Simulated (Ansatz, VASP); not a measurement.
**KF: VASP beside Ansatz**

File INCAR:

```
SYSTEM = KF
PREC = Accurate
ENCUT = 520
EDIFF = 1E-6
ISMEAR = 0
SIGMA = 0.05
LREAL = .FALSE.
LASPH = .TRUE.
NELM = 60
ALGO = Normal
ISIF = 2
LWAVE = .FALSE.
LCHARG = .FALSE.
GGA = PE
NBANDS = 15
```

Contents of KPOINTS:

```
regular mesh
0
G
  8 8 8
  0 0 0
```

The input POSCAR:

```
KF
1.0
    0.0000000000      2.7105354767      2.7105354767
    2.8528385892      0.0000000000      2.7105354767
    2.8528385892      2.7105354767      0.0000000000
K F
1 1
Direct
    0.0000000000      0.0000000000      0.0000000000
    0.5000000000      0.5000000000      0.5000000000
```

Input for Ansatz:

```yaml
crystal:
  lattice:
    - [0.0, 2.7105354767, 2.7105354767]
    - [2.8528385892, 0.0, 2.7105354767]
    - [2.8528385892, 2.7105354767, 0.0]
  atoms:
    - { symbol: K, position: [0.0, 0.0, 0.0] }
    - { symbol: F, position: [0.5, 0.5, 0.5] }
basis:
  ecutwfc: 520.0
kpoints:
  mp_grid: { grid: [8, 8, 8] }
hamiltonian:
  xc: pbe
scf:
  occupations: { method: gaussian, width: 0.05 }
output:
  forces: true
  stress: true
  eigenvalues: true
```

Change from the starting cell: normal strain along x +0.0525, normal strain along z +0.0000.

Alike in both runs: task single point; functional PBE; k mesh 8 × 8 × 8; occupations gaussian, width 0.05 eV; no spin polarisation.

|  | VASP | Ansatz |
| --- | --- | --- |
| version | VASP 6.6.1 | Ansatz 0.2.0 |
| potentials or method | VASP PAW PBE potentials, release 64 (K_sv, F), cutoff 520 eV | scalar-relativistic, plane waves, PAW |
| valence electrons in the cell | 16 | 16 |

```tsv
	VASP	Ansatz	Ansatz less VASP
gap on the k mesh at the Fermi level (eV)	5.67	5.69	+0.014
least direct gap on the mesh (eV)	5.67	5.69	+0.014
pressure (GPa)	-1.2	-1.2	+0.02
traceless stress, the component that is largest in VASP (GPa)	-1.04	-0.99	+0.048
```
